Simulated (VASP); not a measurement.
Wanted: the native input for a VASP 6.6.1 run.

```yaml
Task: electric field gradients
Functional: PBE
Potentials_or_basis: VASP PAW PBE potentials, release 64 (Pb_d, S)
Cutoff: 520 eV
k_mesh: 8 × 8 × 8
Occupations: fermi-dirac, width 0.01 eV
Spin: no spin polarisation
Dipole_correction: no
Further_INCAR_settings: ALGO = Normal; EDIFF = 1e-08; NBANDS = 17
```

The structure of PbS lies in POSCAR:

```
PbS
1.0
    0.0000000000      2.9400828556      2.9400828556
    2.9400828556      0.0000000000      2.9400828556
    2.9400828556      2.9400828556      0.0000000000
Pb S
1 1
Direct
    0.0000000000      0.0000000000      0.0000000000
    0.5000000000      0.5000000000      0.5000000000
```

This cell differs from its parent crystal: volume scaled by 0.975.

One way to write it, as run:

INCAR

```
PREC = Accurate ; ENCUT = 520
EDIFF = 1E-8 ; ISMEAR = -1
SIGMA = 0.01 ; LREAL = F
LASPH = T ; NELM = 60
ALGO = Normal ; ISIF = 2
LWAVE = F ; LCHARG = F
GGA = PE ; LEFG = T
NBANDS = 17
```

KPOINTS

```
Automatic mesh
0
Gamma
  8 8 8
```

Potentials or basis: VASP PAW PBE potentials, release 64 (Pb_d, S).

The run is started by

```console
$ cat potpaw_PBE.64/Pb_d/POTCAR potpaw_PBE.64/S/POTCAR > POTCAR
$ mpirun -np 1 vasp_std > vasp.out
```

It gave:

```yaml
Pressure: 3.9 GPa
Band_gap_on_the_k_mesh: 0.26 eV, direct
```

Caveat: without QUAD_EFG the Cq values of the log hold for a quadrupole moment of 1 mb, not for the nuclei; spin-orbit coupling is left out, which moves the levels of the heavy elements.

Run time: 19 s on 1 thread of Intel Xeon 6975P-C (shared host), peak memory 0.18 GiB.
